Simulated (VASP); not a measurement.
NaH:

```
Na H
1.0
     2.93239    0.00000    0.00000
     0.00000    2.93239    0.00000
     0.00000    0.00000    2.93239
Na H
1 1
Direct
  0.00000 0.00000 0.00000
  0.50000 0.50000 0.50000
```

Base run:

| Property | Result |
| --- | --- |
| Program | VASP 6.6.1 |
| Functional | PBE |
| Potentials or basis | VASP PAW PBE potentials, release 64 (Na_pv, H) |
| Cutoff | 520 eV |
| k mesh | 6 × 6 × 6 |
| Occupations | gaussian, width 0.01 eV |
| Spin | no spin polarisation |

Its results: band gap on the k mesh 1.03 eV (least direct gap 4.50 eV); pressure 0.8 GPa.

**Question.** The run is repeated on the same cell with these changes: functional from PBE to HSE06; further incar settings from ALGO = Normal; EDIFF = 1e-06; NBANDS = 11 to ALGO = Normal; EDIFF = 1e-07; NBANDS = 11. What comes out?

**Answer.** Band gap on the k mesh 1.88 eV (least direct gap 5.71 eV); pressure 0.3 GPa.

Caveats: the structure was generated, so it needn't be the stable form of NaH; the PAW data sets were made with another functional, which shifts forces and pressure a little (at least some runs).

A k mesh can miss the band edges.
